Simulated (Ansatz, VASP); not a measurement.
**One calculation of Pb, two programs**

```
Pb
1.0
     0.00000    2.45841    2.45841
     2.45841    0.00000    2.45841
     2.45841    2.45841    0.00000
Pb
1
Direct
  0.00000 0.00000 0.00000
```

Alike in both runs: task single point; functional RPBE; dispersion D3(BJ); k mesh 9 × 9 × 9; occupations fermi-dirac, width 0.05 eV; no spin polarisation.

```csv
,VASP,Ansatz
version,VASP 6.6.1,Ansatz 0.2.0
potentials or method,"VASP PAW PBE potentials, release 64 (Pb_d)",Ansatz PAW
plane-wave cutoff (eV),520,420
valence electrons in the cell,14,14
```

|  | VASP | Ansatz | Ansatz less VASP |
| --- | --- | --- | --- |
| gap on the k mesh at the Fermi level (eV) | none | none | - |
| pressure (GPa) | -16.4 | -16.4 | +0.01 |

VASP's potentials were made for PBE, not for RPBE. A gap of «none» marks a metal or a gap that the smearing closes.

Neither program's run includes spin-orbit coupling.
